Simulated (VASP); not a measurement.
Here is a VASP 6.6.1 calculation.

File POSCAR:

```
SiS2
1.0
   -2.8746902717      4.9104522643      2.7743526901
    2.8746902717     -4.9104522643      2.7743526901
    2.8746902717      4.9104522643     -2.7743526901
Si S
2 4
Direct
    0.7500000000      0.7500000000      0.0000000000
    0.2500000000      0.2500000000      0.0000000000
    0.8845875980      0.7983259361      0.6829135341
    0.1154124020      0.2016740639      0.3170864659
    0.6154124020      0.2983259361      0.9137383381
    0.3845875980      0.7016740639      0.0862616619
```

Contents of INCAR.step1:

```
SYSTEM = SiS2
ALGO     = Normal         ! electronic algorithm
EDIFF    = 1E-5           ! SCF threshold, eV
ENCUT    = 550            ! plane-wave cutoff, eV
GGA      = PE             ! functional
GGA_COMPAT= .FALSE.      
ISMEAR   = -1             ! smearing method
LASPH    = .TRUE.         ! aspherical terms in the spheres
LCHARG   = .FALSE.        ! write CHGCAR
LREAL    = .FALSE.        ! projectors in reciprocal space
LWAVE    = .TRUE.         ! write WAVECAR
NBANDS   = 25             ! bands
NELM     = 120            ! most SCF steps
PREC     = Accurate       ! precision mode
SIGMA    = 0.01           ! smearing width, eV
```

The input INCAR.step2:

```
SYSTEM = SiS2
ALGO     = Normal         ! electronic algorithm
EDIFF    = 1E-6           ! SCF threshold, eV
ENCUT    = 550            ! plane-wave cutoff, eV
GGA_COMPAT= .FALSE.      
ISIF     = 2              ! what is computed and relaxed
ISMEAR   = -1             ! smearing method
ISTART   = 1            
LASPH    = .TRUE.         ! aspherical terms in the spheres
LCHARG   = .FALSE.        ! write CHGCAR
LMIXTAU  = .TRUE.       
LREAL    = .FALSE.        ! projectors in reciprocal space
LWAVE    = .FALSE.        ! write WAVECAR
METAGGA  = R2SCAN         ! meta-GGA
NBANDS   = 25             ! bands
NELM     = 120            ! most SCF steps
PREC     = Accurate       ! precision mode
SIGMA    = 0.01           ! smearing width, eV
```

File KPOINTS:

```
k-points
0
G
  8 8 8
  0 0 0
```

Potentials or basis: VASP PAW PBE potentials, release 64 (Si, S).

Launch:

```console
$ cat potpaw_PBE.64/Si/POTCAR potpaw_PBE.64/S/POTCAR > POTCAR
$ cp INCAR.step1 INCAR
$ mpirun -np 1 vasp_std > vasp.out
$ cp INCAR.step2 INCAR
$ mpirun -np 1 vasp_std > vasp.out
```

Problem. Estimate the band gap on the k mesh.

Solution. 3.30 eV (least direct gap 3.59 eV).

Problem. What does it give for the largest force?

Solution. 0.046 eV/Å.

Problem. Predict the pressure.

Solution. -0.1 GPa.

Forces on the atoms (eV/Å):
```
Si   0.000  0.000  0.000
Si   0.000  0.000  0.000
S    0.033  0.032  0.000
S   -0.033 -0.032  0.000
S    0.033 -0.032  0.000
S   -0.033  0.032  0.000
```

Caveat: the PAW data sets were made with another functional, which shifts forces and pressure a little. A k mesh can miss the band edges.
